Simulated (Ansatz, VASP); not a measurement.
# AlN in VASP and in Ansatz

The input INCAR:

```
ALGO = Normal
EDIFF = 1E-6
ENCUT = 520
GGA = PE
ISIF = 2
ISMEAR = -1
LASPH = T
LCHARG = T
LELF = T
LREAL = F
LVHAR = T
LWAVE = F
NBANDS = 11
NELM = 80
PREC = Accurate
SIGMA = 0.08
```

KPOINTS

```
k-points
0
Gamma
  17 17 17
```

Contents of POSCAR:

```
AlN
1.0
    0.0000000000      1.9731727596      1.9731727596
    1.9731727596      0.0000000000      1.9731727596
    1.9731727596      1.9731727596      0.0000000000
Al N
1 1
Direct
    0.0000000000      0.0000000000      0.0000000000
    0.2500000000      0.2500000000      0.2500000000
```

Input for Ansatz:

```yaml
crystal:
  lattice:
    - [0.0, 1.9731727596, 1.9731727596]
    - [1.9731727596, 0.0, 1.9731727596]
    - [1.9731727596, 1.9731727596, 0.0]
  atoms:
    - { symbol: Al, position: [0.0, 0.0, 0.0] }
    - { symbol: "N", position: [0.25, 0.25, 0.25] }
kpoints:
  mp_grid: { grid: [17, 17, 17] }
scf:
  occupations: { method: fermi_dirac, width: 0.08 }
hamiltonian:
  xc: pbe
  pseudopotentials: { kind: paw }
output:
  forces: true
  stress: true
  eigenvalues: true
  populations: true
```

Change from the starting cell: volume scaled by 0.72, PAW files.

Alike in both runs: task single point; functional PBE; k mesh 17 × 17 × 17; occupations fermi-dirac, width 0.08 eV; no spin polarisation.

|  | VASP | Ansatz |
| --- | --- | --- |
| version | VASP 6.6.1 | Ansatz 0.2.0 |
| potentials or method | VASP PAW PBE potentials, release 64 (Al, N) | PAW with Ansatz's default frozen-core files, scalar-relativistic |
| plane-wave cutoff (eV) | 520 | 420 |
| valence electrons in the cell | 8 | 8 |

VASP gave:

```
gap on the k mesh at the Fermi level (eV) : 3.46
pressure (GPa)                            : 119.6
```

Q: What did Ansatz give for the same quantities?

A: gap on the k mesh at the Fermi level (eV): 3.48; pressure (GPa): 118.6.

Both programs put the cell under a high pressure, so it lies far from rest at this level. With one functional, cell and mesh, what is left measures potentials, basis and numerics.

Noted on VASP's run: the cell as given lies far from equilibrium.
